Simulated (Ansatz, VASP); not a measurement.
# Two plane-wave programs on Ge

File INCAR:

```
SYSTEM = Ge
  PREC = Accurate
  ENCUT = 500
  EDIFF = 1E-6
  ISMEAR = 0
  SIGMA = 0.1
  LREAL = .FALSE.
  LASPH = .TRUE.
  NELM = 120
  ALGO = Normal
  ISIF = 2
  LWAVE = .FALSE.
  LCHARG = .TRUE.
  GGA = PE
  LELF = .TRUE.
  LVHAR = .TRUE.
  NBANDS = 13
  GGA_COMPAT = .FALSE.
```

Contents of KPOINTS:

```
regular mesh
0
G
  10 10 10
  0 0 0
```

The input POSCAR:

```
Ge
1.0
    0.0000000000      2.0983605250      2.0983605250
    2.0983605250      0.0000000000      2.0983605250
    2.0983605250      2.0983605250      0.0000000000
Ge
1
Direct
    0.0000000000      0.0000000000      0.0000000000
```

Input for Ansatz:

```yaml
crystal:
  lattice:
    - [0.0, 2.098360525, 2.098360525]
    - [2.098360525, 0.0, 2.098360525]
    - [2.098360525, 2.098360525, 0.0]
  atoms:
    - { symbol: Ge, position: [0.0, 0.0, 0.0] }
basis:
  ecutwfc: 420
  xc_grid: 2
kpoints:
  mp_grid: { grid: [10, 10, 10] }
hamiltonian:
  xc: pbe
scf:
  occupations: { method: gaussian, width: 0.1 }
output:
  forces: true
  stress: true
  eigenvalues: true
```

Alike in both runs: task single point; functional PBE; k mesh 10 × 10 × 10; occupations gaussian, width 0.1 eV; no spin polarisation.

|  | VASP | Ansatz |
| --- | --- | --- |
| version | VASP 6.6.1 | Ansatz 0.2.0 |
| potentials or method | VASP PAW PBE potentials, release 64 (Ge_d), cutoff 500 eV | scalar-relativistic, plane waves, PAW |
| valence electrons in the cell | 14 | 14 |

```tsv
	VASP	Ansatz	Ansatz less VASP
gap on the k mesh at the Fermi level (eV)	none	none	-
pressure (GPa)	3.7	3.9	+0.14
```

A gap of «none» marks a metal or a gap that the smearing closes. With one functional, cell and mesh, what is left measures potentials, basis and numerics.
